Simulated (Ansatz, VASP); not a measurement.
## One calculation of InSe, two programs

```xyz
8
Lattice="4.0500 0.0000 0.0000 -2.0250 3.5074 0.0000 0.0000 0.0000 16.9300" Properties=species:S:1:pos:R:3 pbc="T T T"
In    0.0000    2.3383    2.6580
In    2.0250    1.1691   11.1230
In    0.0000    2.3383    5.8070
In    2.0250    1.1691   14.2720
Se    0.0000    2.3383   10.1919
Se    2.0250    1.1691    1.7269
Se    0.0000    2.3383   15.2031
Se    2.0250    1.1691    6.7381
```

Alike in both runs: task relaxation of cell and atoms; functional PBE; k mesh 6 × 6 × 2; no spin polarisation.

|  | VASP | Ansatz |
| --- | --- | --- |
| version | VASP 6.6.1 | Ansatz 0.2.0 |
| potentials or method | VASP PAW PBE potentials, release 64 (In_d, Se) | plane waves, PAW |
| plane-wave cutoff (eV) | 600 | 420 |
| occupations | gaussian, width 0.01 eV | fixed |
| valence electrons in the cell | 76 | 116 |

|  | VASP | Ansatz | Ansatz less VASP |
| --- | --- | --- | --- |
| relaxed volume (Å³/atom) | 31.65 | 33.46 | +1.811 |
| relaxed length of the cell vector where the two differ most in proportion (Å) | 17.384 | 18.490 | +1.1059 |

One of these differences is far larger than is usual between the two programs; its cause wasn't traced. VASP's potentials hold 76 valence electrons a cell and Ansatz's 116, so a difference there can come from the potentials and not from the codes.
